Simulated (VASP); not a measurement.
# Cd2S (P3m1) in VASP: further runs

Aim: see how the results for Cd2S move with the level of theory and the settings. Levels: r2SCAN, PBEsol, PBE. Tasks: single point.

Everything below comes from runs of VASP 6.6.1. Logs are shortened: lines on timing, memory, paths and dates and some standing lists are left out, and cuts for length are marked.

### 1 The cell of the first run

Symmetry: P3m1, No. 156, trigonal system. The conventional cell has a = 4.040 Å, b = 4.040 Å, c = 5.923 Å, α = 90.00°, β = 90.00°, γ = 120.00°. Within 3.4 Å of Cd (site symmetry 3m) lie 2 S at 2.56 to 3.36 Å and 3 Cd at 3.14 Å. Cd (site symmetry 3m) has 3 S at 2.65 Å and 3 Cd at 3.14 Å within 3.5 Å. S (site symmetry 3m) has 5 Cd at 2.56 to 3.36 Å within 3.4 Å.

### 2 Single point, r2SCAN

Input file POSCAR:

```
Cd2S
1.0
    4.0403891930      0.0000000000      0.0000000000
   -2.0201945965      3.4990796824      0.0000000000
    0.0000000000      0.0000000000      5.9231266511
Cd S
2 1
Direct
    0.3333333333      0.6666666667      0.9327170000
    0.6666666667      0.3333333333      0.5787350000
    0.3333333333      0.6666666667      0.3657050000
```

Input file INCAR.step1:

```
SYSTEM = Cd2S
PREC = Accurate
ENCUT = 520
ISMEAR = -1
SIGMA = 0.05
LREAL = .FALSE.
LASPH = .TRUE.
NELM = 100
NBANDS = 22
GGA = PE
ALGO = Normal
EDIFF = 1E-4
LWAVE = .TRUE.
LCHARG = .FALSE.
```

Input file INCAR.step2:

```
SYSTEM = Cd2S
PREC = Accurate
ENCUT = 520
EDIFF = 1E-6
ISMEAR = -1
SIGMA = 0.05
LREAL = .FALSE.
LASPH = .TRUE.
NELM = 100
ALGO = Normal
ISIF = 2
LWAVE = .FALSE.
LCHARG = .TRUE.
METAGGA = R2SCAN
LMIXTAU = .TRUE.
LELF = .TRUE.
LVHAR = .TRUE.
NBANDS = 22
ISTART = 1
```

Input file KPOINTS:

```
Automatic mesh
0
G
  8 8 5
  0 0 0
```

Potentials or basis: VASP PAW PBE potentials, release 64 (Cd, S).

The run is started by

```sh
cat potpaw_PBE.64/Cd/POTCAR potpaw_PBE.64/S/POTCAR > POTCAR
cp INCAR.step1 INCAR
mpirun -np 1 vasp_std > vasp.out
cp INCAR.step2 INCAR
mpirun -np 1 vasp_std > vasp.out
```

OUTCAR:

```text
SYSTEM = Cd2S
   PREC = Accurate
   ENCUT = 520
   EDIFF = 1E-6
   ISMEAR = -1
   LREAL = .FALSE.
   LASPH = .TRUE.
   NELM = 100
   ISIF = 2
   METAGGA = R2SCAN
   ISTART = 1

 ion  position               nearest neighbor table
   1  0.333  0.667  0.933-   3 2.56   2 3.14   2 3.14   2 3.14
   2  0.667  0.333  0.579-   3 2.65   3 2.65   3 2.65   1 3.14   1 3.14   1 3.14
   3  0.333  0.667  0.366-   1 2.56   2 2.65   2 2.65   2 2.65

  LATTYP: Found a hexagonal cell.
 ALAT       =     4.0403891930
 C/A-ratio  =     1.4659792332

  Lattice vectors:

 A1 = (   4.0403891930,   0.0000000000,   0.0000000000)
 A2 = (  -2.0201945965,   3.4990796824,   0.0000000000)
 A3 = (   0.0000000000,   0.0000000000,   5.9231266511)

Analysis of symmetry for initial positions (statically):
=====================================================================
 Subroutine PRICEL returns:
 Original cell was already a primitive cell.

 Routine SETGRP: Setting up the symmetry group for a
 hexagonal supercell.

 Subroutine GETGRP returns: Found  6 space group operations
 (whereof  6 operations were pure point group operations)
 out of a pool of 24 trial point group operations.

The static configuration has the point symmetry C_3v.

Analysis of symmetry for dynamics (positions and initial velocities):
=====================================================================
 Subroutine PRICEL returns:
 Original cell was already a primitive cell.

 Routine SETGRP: Setting up the symmetry group for a
 hexagonal supercell.

 Subroutine GETGRP returns: Found  6 space group operations
 (whereof  6 operations were pure point group operations)
 out of a pool of 24 trial point group operations.

The dynamic configuration has the point symmetry C_3v.

 Subroutine INISYM returns: Found  6 space group operations
 (whereof  6 operations are pure point group operations),
 and found     1 'primitive' translations

----------------------------------------------------------------------------------------

                                     Primitive cell

  volume of cell :      83.7391

  direct lattice vectors                    reciprocal lattice vectors
     4.040389193  0.000000000  0.000000000     0.247500909  0.142894717  0.000000000
    -2.020194597  3.499079682  0.000000000     0.000000000  0.285789433  0.000000000
     0.000000000  0.000000000  5.923126651     0.000000000  0.000000000  0.168829751

  length of vectors
     4.040389193  4.040389193  5.923126651     0.285789433  0.285789433  0.168829751

  position of ions in fractional coordinates (direct lattice)
     0.333333333  0.666666667  0.932717000
     0.666666667  0.333333333  0.578735000
     0.333333333  0.666666667  0.365705000

  ion indices of the primitive-cell ions
   primitive index   ion index
                 1           1
                 2           2
                 3           3

----------------------------------------------------------------------------------------

 KPOINTS: Automatic mesh

Automatic generation of k-mesh.
 Grid dimensions read from file:
 generate k-points for:    8    8    5

 Generating k-lattice:

  Cartesian coordinates                     Fractional coordinates (reciprocal lattice)
     0.030937614  0.017861840  0.000000000     0.125000000  0.000000000  0.000000000
     0.000000000  0.035723679  0.000000000     0.000000000  0.125000000  0.000000000
     0.000000000  0.000000000  0.033765950     0.000000000  0.000000000  0.200000000

  Length of vectors
     0.035723679  0.035723679  0.033765950

  Shift w.r.t. Gamma in fractional coordinates (k-lattice)
     0.000000000  0.000000000  0.000000000

 Subroutine IBZKPT returns following result:
 ===========================================

 Found     40 irreducible k-points:

 Following reciprocal coordinates:
            Coordinates               Weight
  0.000000  0.000000  0.000000      1.000000
  0.125000 -0.000000  0.000000      6.000000
  0.250000 -0.000000  0.000000      6.000000
  0.375000 -0.000000  0.000000      6.000000
  0.500000 -0.000000  0.000000      3.000000
  0.125000  0.125000  0.000000      6.000000
[... 16 lines left out ...]
 -0.125000  0.500000  0.200000     12.000000
  0.250000  0.250000  0.200000     12.000000
 [... further k-points ...]
   k-points           NKPTS =     40   k-points in BZ     NKDIM =     40   number of bands    NBANDS=     22
   number of dos      NEDOS =    301   number of ions     NIONS =      3
   total plane-waves  NPLWV =  43200
   dimension x,y,z NGX =    30 NGY =   30 NGZ =   48
   dimension x,y,z NGXF=    60 NGYF=   60 NGZF=   96
   ions per type =               2   1
   NGX,Y,Z   is equivalent  to a cutoff of  12.34, 12.34, 13.47 a.u.
   NGXF,Y,Z  is equivalent  to a cutoff of  24.69, 24.69, 26.94 a.u.
 SYSTEM =  Cd2S
   PREC   = accura    normal or accurate (medium, high low for compatibility)
   ISTART =      1    job   : 0-new  1-cont  2-samecut
   ICHARG =      0    charge: 1-file 2-atom 10-const
   ISPIN  =      1    spin polarized calculation?
   LNONCOLLINEAR =      F non collinear calculations
   LSORBIT =      F    spin-orbit coupling
   LASPH  =      T    aspherical Exc in radial PAW
   ENCUT  =  520.0 eV  38.22 Ry    6.18 a.u.   7.51  7.51 11.01*2*pi/ulx,y,z
   NELM   =    100;   NELMIN=  2; NELMDL=  0     # of ELM steps
   EDIFF  = 0.1E-05   stopping-criterion for ELM
   LREAL  =      F    real-space projection
   EDIFFG = 0.1E-04   stopping-criterion for IOM
   NSW    =      0    number of steps for IOM
   IBRION =     -1    ionic relax: 0-MD 1-quasi-New 2-CG
   NFREE  =      0    steps in history (QN), initial steepest desc. (CG)
   ISIF   =      2    stress and relaxation
   ISYM   =      2    0-nonsym 1-usesym 2-fastsym
   POTIM  = 0.5000    time-step for ionic-motion
   TEBEG  =    0.0;   TEEND  =   0.0 temperature during run
   PSTRESS=    0.0 pullay stress
   NELECT =      30.0000    total number of electrons
   NUPDOWN=      -1.0000    fix difference up-down
   EMIN   =  10.00;   EMAX   =-10.00  energy-range for DOS
   EFERMI =   0.00;   METHOD = LEGACY
   ISMEAR =    -1;   SIGMA  =   0.05  broadening in eV -4-tet -1-fermi 0-gaus
   EFERMI_NEDOS =   21; number of points for ismear=-14 and -15
   IALGO  =     38    algorithm
   IMIX   =      4    mixing-type and parameters
     AMIX     =   0.40;   BMIX     =  1.00
     AMIX_MAG =   1.60;   BMIX_MAG =  1.00
  volume/ion in A,a.u.               =      27.91       188.37
  Fermi-wavevector in a.u.,A,eV,Ry     =   1.162713  2.197209 18.393740  1.351902
  Thomas-Fermi vector in A             =   2.299271
   LORBIT       =      0    0 simple, 1 ext, 2 COOP (PROOUT), +10 PAW based schemes
   METAGGA = R2SCAN    functional components
   LHFCALC =     F    Hartree Fock is set to
   AEXX    =    0.0000 exact exchange contribution
   IVDW    =     0    specifies the selected vdW correction
   LEPSILON=     F    determine dielectric tensor
   LRPA    =     F    only Hartree local field effects (RPA)
 non-spin polarized calculation
  energy-cutoff  :      520.00
  volume of cell :       83.74
 maximum number of plane-waves:      2275
   NGX = 15   NGY = 15   NGZ = 23

 number of electron      30.0000003 magnetization

 Free energy of the ion-electron system (eV)
  ---------------------------------------------------
  ext. energy  EPLUGINS =         0.00000000
  ---------------------------------------------------
  free energy    TOTEN  =       -48.96914269 eV

  energy without entropy =      -48.96822510  energy(sigma->0) =      -48.96868390

 E-fermi :   1.0356     XC(G=0):  -9.5611

 val. band max:        0.8592453388   @ k =   0.3750   0.2500   0.2000
 cond. band min:       1.1759106668   @ k =   0.5000  -0.0000   0.2000
 fundamental gap:      0.3166653280
 Fermi energy:         1.0356472851

 k-point     1 :       0.0000    0.0000    0.0000
  band No.  band energies     occupation
      1     -12.0913      2.00000
      2      -7.8067      2.00000
      3      -7.8067      2.00000
      4      -7.7012      2.00000
      5      -7.7012      2.00000
      6      -7.6336      2.00000
[... 14 lines left out ...]
     21       9.3041      0.00000
     22      11.0026      0.00000

 k-point     2 :       0.1250   -0.0000    0.0000
  band No.  band energies     occupation
      1     -12.0454      2.00000
      2      -7.8123      2.00000
      3      -7.8020      2.00000
      4      -7.7015      2.00000
      5      -7.6769      2.00000
      6      -7.6029      2.00000
[... 14 lines left out ...]
     21       9.3916      0.00000
     22      10.7769      0.00000

 k-point     3 :       0.2500   -0.0000    0.0000
  band No.  band energies     occupation
      1     -11.9337      2.00000
      2      -7.8152      2.00000
      3      -7.7985      2.00000
      4      -7.7034      2.00000
      5      -7.6163      2.00000
      6      -7.5744      2.00000
[... 14 lines left out ...]
     21       9.3934      0.00000
     22       9.7722      0.00000

 k-point     4 :       0.3750   -0.0000    0.0000
  band No.  band energies     occupation
      1     -11.8207      2.00000
      2      -7.8043      2.00000
      3      -7.8019      2.00000
      4      -7.7189      2.00000
      5      -7.5680      2.00000
      6      -7.5501      2.00000
[... 14 lines left out ...]
     21       9.1093      0.00000
     22       9.5795      0.00000

 k-point     5 :       0.5000   -0.0000    0.0000
  band No.  band energies     occupation
      1     -11.7737      2.00000
      2      -7.8088      2.00000
      3      -7.7835      2.00000
      4      -7.7386      2.00000
      5      -7.5657      2.00000
      6      -7.5196      2.00000
[... 14 lines left out ...]
     21       8.9711      0.00000
     22       9.5514      0.00000

 k-point     6 :       0.1250    0.1250    0.0000
  band No.  band energies     occupation
      1     -11.9666      2.00000
      2      -7.8144      2.00000
      3      -7.8006      2.00000
      4      -7.6966      2.00000
      5      -7.6400      2.00000
      6      -7.5770      2.00000
[... 14 lines left out ...]
     21       9.0180      0.00000
     22      10.1796      0.00000

 k-point     7 :       0.2500    0.1250    0.0000
  band No.  band energies     occupation
      1     -11.8542      2.00000
      2      -7.8249      2.00000
      3      -7.7904      2.00000
      4      -7.6930      2.00000
      5      -7.5916      2.00000
      6      -7.5671      2.00000
[... 324 lines left out ...]
      6      -7.5794      2.00000
[... 14 lines left out ...]
     21       8.6682      0.00000
     22       9.9528      0.00000

 k-point    21 :      -0.1250    0.3750    0.2000
  band No.  band energies     occupation
      1     -11.8250      2.00000
      2      -7.8157      2.00000
      3      -7.8086      2.00000
      4      -7.7290      2.00000
      5      -7.6513      2.00000
      6      -7.5683      2.00000
[... 14 lines left out ...]
     21       8.9364      0.00000
     22       9.8687      0.00000

 k-point    22 :       0.3750    0.1250    0.2000
  band No.  band energies     occupation
      1     -11.7463      2.00000
      2      -7.8273      2.00000
      3      -7.8009      2.00000
      4      -7.6972      2.00000
      5      -7.6592      2.00000
      6      -7.5505      2.00000
[... 14 lines left out ...]
     21       8.9745      0.00000
     22      10.0763      0.00000

 k-point    23 :      -0.1250    0.5000    0.2000
  band No.  band energies     occupation
      1     -11.7462      2.00000
      2      -7.8223      2.00000
      3      -7.7932      2.00000
      4      -7.7228      2.00000
      5      -7.6444      2.00000
      6      -7.5417      2.00000
[... 14 lines left out ...]
     21       9.0251      0.00000
     22      10.1396      0.00000

 k-point    24 :       0.2500    0.2500    0.2000
  band No.  band energies     occupation
      1     -11.7469      2.00000
      2      -7.8390      2.00000
      3      -7.7808      2.00000
      4      -7.6907      2.00000
      5      -7.6563      2.00000
      6      -7.5730      2.00000
[... 14 lines left out ...]
     21       8.6914      0.00000
     22       9.6036      0.00000

 [... further k-points ...]
[... 5 lines left out ...]
  --------------------------------------------------------------------------------------
  -------------------------------------------------------------------------------------
  Total       -1.6973098     -1.6973098     -2.3180062      0.0000000      0.0000000      0.0000000
  in kB      -32.4745876    -32.4745876    -44.3503564      0.0000000      0.0000000      0.0000000
  external PRESSURE =     -36.4331772 kB  Pullay stress =       0.0000000 kB

 VOLUME and BASIS-vectors are now :
 -----------------------------------------------------------------------------
  energy-cutoff  :      520.00
  volume of cell :       83.74
      direct lattice vectors                 reciprocal lattice vectors
     4.040389193  0.000000000  0.000000000     0.247500909  0.142894717  0.000000000
    -2.020194597  3.499079682  0.000000000     0.000000000  0.285789433  0.000000000
     0.000000000  0.000000000  5.923126651     0.000000000  0.000000000  0.168829751

 POSITION                                       TOTAL-FORCE (eV/Angst)
 -----------------------------------------------------------------------------------
     -0.00000      2.33272      5.52460         0.000000     -0.000000      0.140065
      2.02019      1.16636      3.42792         0.000000      0.000000     -0.229630
     -0.00000      2.33272      2.16612        -0.000000     -0.000000      0.089565
 -----------------------------------------------------------------------------------
    total drift:                                0.000001     -0.000001      0.001557

  FREE ENERGIE OF THE ION-ELECTRON SYSTEM (eV)
  ---------------------------------------------------
  free  energy   TOTEN  =       -48.9691426932 eV

  energy  without entropy=      -48.9682250980  energy(sigma->0) =      -48.96868390
```

Wall time 2.1 min (1 thread of AMD EPYC 9R45 (Zen 5), shared host); peak memory 0.21 GiB.

Results:

```yaml
Free_energy: -48.9691 eV
Pressure: -3.6 GPa
Largest_force: 0.230 eV/Å
Band_gap_on_the_k_mesh: 0.32 eV, indirect (least direct gap 0.60 eV)
```

Forces in eV/Å, atoms in the order of the input:
```
Cd   0.000  0.000  0.140
Cd   0.000  0.000 -0.230
S    0.000  0.000  0.090
```

Caveat: the PAW data sets were made with another functional, which shifts forces and pressure a little. A k mesh can miss the band edges.

[end of part 1 of 3]
